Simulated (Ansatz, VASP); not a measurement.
One calculation of NaF, two programs

POSCAR

```
NaF
1.0
    0.0000000000      2.3199138019      2.3199138019
    2.3199138019      0.0000000000      2.3199138019
    2.3199138019      2.3199138019      0.0000000000
Na F
1 1
Direct
    0.0000000000      0.0000000000      0.0000000000
    0.5000000000      0.5000000000      0.5000000000
```

INCAR.step1

```
SYSTEM = NaF
PREC = Accurate
ENCUT = 520
ISMEAR = 0
SIGMA = 0.01
LREAL = .FALSE.
LASPH = .TRUE.
NELM = 100
NBANDS = 14
GGA = PE
ALGO = Normal
EDIFF = 1E-4
LWAVE = .TRUE.
LCHARG = .FALSE.
```

Contents of INCAR.step2:

```
SYSTEM = NaF
PREC = Accurate
ENCUT = 520
EDIFF = 1E-6
ISMEAR = 0
SIGMA = 0.01
LREAL = .FALSE.
LASPH = .TRUE.
NELM = 100
ALGO = Normal
ISIF = 2
LWAVE = .FALSE.
LCHARG = .FALSE.
METAGGA = R2SCAN
LMIXTAU = .TRUE.
NBANDS = 14
ISTART = 1
```

Contents of KPOINTS:

```
Automatic mesh
0
G
  8 8 8
  0 0 0
```

Input for Ansatz:

```yaml
crystal:
  lattice:
    - [0.0, 2.3199138019, 2.3199138019]
    - [2.3199138019, 0.0, 2.3199138019]
    - [2.3199138019, 2.3199138019, 0.0]
  atoms:
    - { symbol: Na, position: [0.0, 0.0, 0.0] }
    - { symbol: F, position: [0.5, 0.5, 0.5] }
kpoints:
  mp_grid: { grid: [8, 8, 8] }
hamiltonian:
  xc: r2scan
scf:
  occupations: { method: fixed }
  n_extra_bands: 4
output:
  forces: true
  stress: true
  eigenvalues: true
```

Alike in both runs: task single point; functional r2SCAN; k mesh 8 × 8 × 8; no spin polarisation.

```csv
,VASP,Ansatz
version,VASP 6.6.1,Ansatz 0.2.0
potentials or method,"VASP PAW PBE potentials, release 64 (Na_pv, F)","plane waves, PAW"
plane-wave cutoff (eV),520,500
occupations,"gaussian, width 0.01 eV",fixed
valence electrons in the cell,14,16
```

Ansatz gave:

| Item | Value |
| --- | --- |
| gap on the k mesh at the Fermi level (eV) | 7.11 |
| pressure (GPa) | -1.5 |

Question: What did VASP give for the same quantities?

Answer: gap on the k mesh at the Fermi level (eV): 7.15; pressure (GPa): -2.0.

VASP's potentials were made for PBE, not for r2SCAN. VASP's potentials hold 14 valence electrons a cell and Ansatz's 16, so a difference there can come from the potentials and not from the codes.
